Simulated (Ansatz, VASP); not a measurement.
# One calculation of Si3N2, two programs

INCAR

```
SYSTEM = Si3N2
ALGO = Normal
EDIFF = 1E-6
EDIFFG = -0.01
ENCUT = 600
GGA = PE
IBRION = 2
ISIF = 3
ISMEAR = 0
LASPH = .TRUE.
LCHARG = .FALSE.
LREAL = .FALSE.
LWAVE = .FALSE.
NELM = 100
NSW = 100
PREC = Accurate
SIGMA = 0.02
```

Contents of KPOINTS:

```
k-points
0
G
  6 6 6
  0 0 0
```

File POSCAR:

```
Si3N2
1.0
    5.6636206469     -2.6506252174      0.0000000000
    5.6636206469      2.6506252174      0.0000000000
    0.0000000000      0.0000000000      4.6684746623
Si N
6 4
Direct
    0.6470020749      0.9908225089      0.2791590515
    0.0091774911      0.3529979251      0.2791590515
    0.9908225089      0.6470020749      0.7791590515
    0.3529979251      0.0091774911      0.7791590515
    0.3868118608      0.6131881392      0.7062803424
    0.6131881392      0.3868118608      0.2062803424
    0.3374023345      0.0745414074      0.1442007773
    0.9254585926      0.6625976655      0.1442007773
    0.0745414074      0.3374023345      0.6442007773
    0.6625976655      0.9254585926      0.6442007773
```

Input for Ansatz:

```yaml
crystal:
  lattice:
    - [5.6636206469, -2.6506252174, 0.0]
    - [5.6636206469, 2.6506252174, 0.0]
    - [0.0, 0.0, 4.6684746623]
  atoms:
    - { symbol: Si, position: [0.6470020749, 0.9908225089, 0.2791590515] }
    - { symbol: Si, position: [0.0091774911, 0.3529979251, 0.2791590515] }
    - { symbol: Si, position: [0.9908225089, 0.6470020749, 0.7791590515] }
    - { symbol: Si, position: [0.3529979251, 0.0091774911, 0.7791590515] }
    - { symbol: Si, position: [0.3868118608, 0.6131881392, 0.7062803424] }
    - { symbol: Si, position: [0.6131881392, 0.3868118608, 0.2062803424] }
    - { symbol: "N", position: [0.3374023345, 0.0745414074, 0.1442007773] }
    - { symbol: "N", position: [0.9254585926, 0.6625976655, 0.1442007773] }
    - { symbol: "N", position: [0.0745414074, 0.3374023345, 0.6442007773] }
    - { symbol: "N", position: [0.6625976655, 0.9254585926, 0.6442007773] }
basis:
  ecutwfc: 420
kpoints:
  mp_grid: { grid: [6, 6, 6] }
hamiltonian:
  xc: pbe
scf:
  occupations: { method: gaussian, width: 0.02 }
output:
  forces: true
  stress: true
  eigenvalues: true
relax:
  adjacent_minimum: "off"
  f_tol: 0.01
  max_steps: 80
  cell: { stress_tol: 0.05 }
```

Alike in both runs: task relaxation of cell and atoms; functional PBE; k mesh 6 × 6 × 6; occupations gaussian, width 0.02 eV; no spin polarisation.

|  | VASP | Ansatz |
| --- | --- | --- |
| version | VASP 6.6.1 | Ansatz 0.2.0 |
| potentials or method | VASP PAW PBE potentials, release 64 (Si, N), cutoff 600 eV | scalar-relativistic, plane waves, PAW |
| valence electrons in the cell | 44 | 44 |

|  | VASP | Ansatz | Ansatz less VASP |
| --- | --- | --- | --- |
| gap on the k mesh at the Fermi level, each at its own relaxed structure (eV) | 1.17 | 1.17 | -0.002 |
| relaxed volume (Å³/atom) | 14.02 | 14.05 | +0.029 |
| relaxed length of the cell vector where the two differ most in proportion (Å) | 6.260 | 6.264 | +0.0044 |
